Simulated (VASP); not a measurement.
Wanted: the native input for a VASP 6.6.1 run.

```
Task                   : single point
Functional             : LDA
Potentials or basis    : VASP PAW PBE potentials, release 64 (Lu)
Cutoff                 : 520 eV
k mesh                 : 8 × 8 × 5
Occupations            : fermi-dirac, width 0.02 eV
Spin                   : no spin polarisation
Dipole correction      : no
Further INCAR settings : ALGO = Normal; EDIFF = 1e-06; NBANDS = 32
```

The structure of Lu lies in POSCAR:

```
Lu
1.0
    3.3605678547      0.0000000000      0.0000000000
   -1.6802839273      2.9103371333      0.0000000000
    0.0000000000      0.0000000000      5.3250481319
Lu
2
Direct
    0.3333333333      0.6666666667      0.2500000000
    0.6666666667      0.3333333333      0.7500000000
```

These files were run (other wordings do the same):

INCAR

```
ALGO = Normal
EDIFF = 1E-6
ENCUT = 520
GGA = CA
ISIF = 2
ISMEAR = -1
LASPH = True
LCHARG = True
LELF = True
LREAL = False
LVHAR = True
LWAVE = False
NBANDS = 32
NELM = 80
PREC = Accurate
SIGMA = 0.02
```

KPOINTS

```
k-points
0
Gamma
  8 8 5
```

Potentials or basis: VASP PAW PBE potentials, release 64 (Lu).

Command:

```bash
$ cat potpaw_PBE.64/Lu/POTCAR > POTCAR
$ mpirun -np 1 vasp_std > vasp.out
```

Results of the run:

```yaml
Pressure: 0.2 GPa
Band_gap_on_the_k_mesh: zero (band 25 reaches 3.45 eV, above the bottom of band 26 at 1.80 eV)
```

Caveat: the PAW data sets were made with another functional, which shifts forces and pressure a little; spin-orbit coupling is left out, which moves the levels of the heavy elements.

Run time: 82 s on 1 thread of Intel Xeon 8259CL (shared host), peak memory 0.18 GiB.
